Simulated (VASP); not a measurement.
## Zn16S15 (a cell with a defect): single point with PBE

The system is Zn16S15 (a cell with a defect).

```
Zn S
1.0
    -5.44231   -5.44231    5.44231
     5.44231    5.44231    5.44231
    -5.44231    5.44231   -5.44231
Zn S
16 15
Cartesian
  0.1655 2.5557 2.5557
  -0.0200 -0.0200 5.4386
  2.7412 2.7412 5.4386
  -5.4460 2.7412 2.7412
  -2.7012 5.4223 2.7248
  -5.4623 2.7248 -2.7012
  -0.0200 5.4386 -0.0200
  -2.7012 2.7248 5.4223
  -5.4460 -0.0200 -0.0200
  -2.7175 2.7412 -0.0200
  2.7412 5.4386 2.7412
  -5.4623 -2.7012 2.7248
  -2.7175 -0.0200 2.7412
  0.1655 0.1655 0.1655
  -2.8867 -2.8867 5.6078
  -2.8867 5.6078 -2.8867
  -4.0772 4.1260 -1.4049
  -1.4049 6.7983 -1.4049
  -4.0817 1.3606 1.3606
  -1.3163 4.0374 1.3652
  1.3606 6.8029 1.3606
  -4.0772 -1.4049 4.1260
  -1.3163 1.3652 4.0374
  1.3560 4.0374 4.0374
  -1.3163 1.3560 -1.3163
  -1.4049 -1.4049 6.7983
  1.3606 1.3606 6.8029
  -1.3163 -1.3163 1.3560
  -4.0863 4.1260 4.1260
  -6.8472 1.3652 -1.3163
  -6.8472 -1.3163 1.3652
```

This cell differs from its parent crystal: atoms taken out, then relaxed in part.

```json
{
  "Program": "VASP 6.6.1",
  "Task": "single point",
  "Functional": "PBE",
  "Potentials or basis": "VASP PAW PBE potentials, release 64 (Zn, S)",
  "Cutoff": "520 eV",
  "k mesh": "2 × 2 × 2, shifted",
  "Occupations": "gaussian, width 0.01 eV",
  "Spin": "no spin polarisation"
}
```

```json
{
 "Pressure": "-1.8 GPa",
 "Largest force": "0.012 eV/Å",
 "Band gap on the k mesh": "2.11 eV"
}
```

Forces on the atoms (eV/Å):
```
Zn   0.007 -0.007 -0.007
Zn   0.001  0.001  0.000
Zn  -0.001 -0.001  0.000
Zn   0.000 -0.001 -0.001
Zn  -0.001  0.001  0.000
Zn   0.001  0.000 -0.001
Zn   0.001  0.000  0.001
Zn  -0.001  0.000  0.001
Zn   0.000  0.001  0.001
Zn   0.000 -0.001  0.001
Zn  -0.001  0.000 -0.001
Zn   0.001 -0.001  0.000
Zn   0.000  0.001 -0.001
Zn   0.007  0.007  0.007
Zn  -0.007 -0.007  0.007
Zn  -0.007  0.007 -0.007
S    0.002  0.001 -0.001
S   -0.001 -0.002 -0.001
S    0.000  0.000  0.000
S    0.001 -0.001  0.002
S    0.000  0.000  0.000
S    0.002 -0.001  0.001
S    0.001  0.002 -0.001
S   -0.002 -0.001 -0.001
S    0.001 -0.002  0.001
S   -0.001 -0.001 -0.002
S    0.000  0.000  0.000
S    0.001  0.001 -0.002
S   -0.002  0.001  0.001
S   -0.001  0.002  0.001
S   -0.001  0.001  0.002
```

Levels at points of the mesh, in eV from the valence-band top:
```
           k point  band 137  band 138  band 139  band 140  band 141  band 142  band 143  band 144  band 145  band 146
(0.25, 0.25, 0.25)     -0.62     -0.62     -0.62     -0.62     -0.28      2.52      2.52      2.52      3.42      3.42
```

Wall time 6.1 min on 1 thread of Intel(R) Xeon(R) Platinum 8559C (Emerald Rapids), with other jobs on the host, peak memory 0.75 GiB.

Caveat: the cell differs from its parent crystal (atoms taken out, then relaxed in part).
